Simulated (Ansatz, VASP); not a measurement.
Mg in VASP and in Ansatz

The input INCAR:

```
SYSTEM = Mg
ALGO = Normal
DIPOL = 0.5 0.5 0.440
EDIFF = 1E-6
ENCUT = 520
GGA = PE
GGA_COMPAT = .False.
IDIPOL = 3
ISIF = 2
ISMEAR = 1
IVDW = 12
LASPH = .True.
LCHARG = .False.
LDIPOL = .True.
LREAL = .False.
LWAVE = .False.
NBANDS = 10
NELM = 120
NELMDL = -8
PREC = Accurate
SIGMA = 0.1
```

Contents of KPOINTS:

```
k-points
0
Gamma
  12 12 1
  0 0 0
```

File POSCAR:

```
Mg
1.0
    3.0912747191      0.0000000000      0.0000000000
   -1.5456373596      2.6771224368      0.0000000000
    0.0000000000      0.0000000000     21.9906306536
Mg
3
Direct
    0.6666666667      0.3333333333      0.3183173830
    0.3333333333      0.6666666667      0.4400794870
    0.6666666667      0.3333333333      0.5611650093
```

Input for Ansatz:

```yaml
crystal:
  lattice:
    - [3.0912747191, 0.0, 0.0]
    - [-1.5456373596, 2.6771224368, 0.0]
    - [0.0, 0.0, 21.9906306536]
  atoms:
    - { symbol: Mg, position: [0.6666666667, 0.3333333333, 0.318317383] }
    - { symbol: Mg, position: [0.3333333333, 0.6666666667, 0.440079487] }
    - { symbol: Mg, position: [0.6666666667, 0.3333333333, 0.5611650093] }
basis:
  ecutwfc: 420
kpoints:
  mp_grid: { grid: [12, 12, 1] }
hamiltonian:
  xc: pbe
  dispersion: d3bj
  pseudopotentials: { kind: paw, azcp: { folder: soft_1 } }
scf:
  occupations: { method: methfessel_paxton, width: 0.1 }
  n_extra_bands: 8
  max_iter: 160
output:
  forces: true
  eigenvalues: true
efield:
  axis: 3
  dipole_correction: true
```

Alike in both runs: task single point; functional PBE; dispersion D3(BJ); k mesh 12 × 12 × 1; occupations methfessel-paxton of order 1, width 0.1 eV; no spin polarisation.

```csv
,VASP,Ansatz
version,VASP 6.6.1,Ansatz 0.2.0
potentials or method,"VASP PAW PBE potentials, release 64 (Mg), cutoff 520 eV","scalar-relativistic, plane waves, PAW"
valence electrons in the cell,6,30
```

```csv
,VASP,Ansatz,Ansatz less VASP
gap on the k mesh at the Fermi level (eV),none,none,-
rms of the force components (eV/Å),0.013,0.011,-0.0018
```

Atom by atom the forces differ by 0.003 eV/Å (rms over components). A gap of «none» marks a metal or a gap that the smearing closes. VASP's potentials hold 6 valence electrons a cell and Ansatz's 30, so a difference there can come from the potentials and not from the codes.
